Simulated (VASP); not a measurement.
Set up this calculation in VASP 6.6.1, as the native input.

* Task: relaxation of cell and atoms
* Functional: PBE
* Potentials or basis: VASP PAW PBE potentials, release 64 (Ni, Si)
* Cutoff: 600 eV
* k mesh: 11 × 11 × 6
* Occupations: fermi-dirac, width 0.1 eV
* Spin: no spin polarisation
* Dipole correction: no
* Further INCAR settings: ALGO = Normal; EDIFF = 1e-06; IBRION = 2; EDIFFG = -0.005; NSW = 60; ISIF = 3

The structure of SiNi (NiAs type) lies in POSCAR:

```
SiNi
1.0
    3.3113362000      0.0000000000      0.0000000000
   -1.6556681000      2.8677012697      0.0000000000
    0.0000000000      0.0000000000      5.1325711100
Ni Si
2 2
Direct
    0.0000000000      0.0000000000      0.0000000000
    0.0000000000      0.0000000000      0.5000000000
    0.3333333333      0.6666666667      0.2500000000
    0.6666666667      0.3333333333      0.7500000000
```

The input as run:

INCAR

```
ALGO     = Normal         # electronic algorithm
EDIFF    = 1E-6           # SCF threshold, eV
EDIFFG   = -0.005         # ionic threshold
ENCUT    = 600            # plane-wave cutoff, eV
GGA      = PE             # functional
IBRION   = 2              # ionic algorithm
ISIF     = 3              # what is computed and relaxed
ISMEAR   = -1             # smearing method
LASPH    = T              # aspherical terms in the spheres
LCHARG   = F              # write CHGCAR
LREAL    = F              # projectors in reciprocal space
LWAVE    = F              # write WAVECAR
NELM     = 60             # most SCF steps
NSW      = 60             # ionic steps
PREC     = Accurate       # precision mode
SIGMA    = 0.1            # smearing width, eV
```

KPOINTS

```
k-points
0
Gamma
  11 11 6
```

Potentials or basis: VASP PAW PBE potentials, release 64 (Ni, Si).

Command:

```sh
$ cat potpaw_PBE.64/Ni/POTCAR potpaw_PBE.64/Si/POTCAR > POTCAR
$ mpirun -np 1 vasp_std > vasp.out
```

It gave:

```
Relaxed volume                        : 12.86 Å³/atom
Relaxed cell                          : a = 3.508 Å, b = 3.508 Å, c = 4.828 Å, α = 90.00°, β = 90.00°, γ = 120.00°
Space group after relaxing (to 0.1 Å) : P6_3/mmc (No. 194)
Energy gained by relaxing             : 59.0 meV/atom
Ionic steps                           : 23
Pressure after relaxing               : 0.0 GPa
Band gap on the k mesh                : zero (bands 14 and 15 overlap by 4.92 eV)
```

Run time: 4.8 min on 1 thread of Intel(R) Xeon(R) 6975P-C (Granite Rapids), with other jobs on the host, peak memory 0.23 GiB.
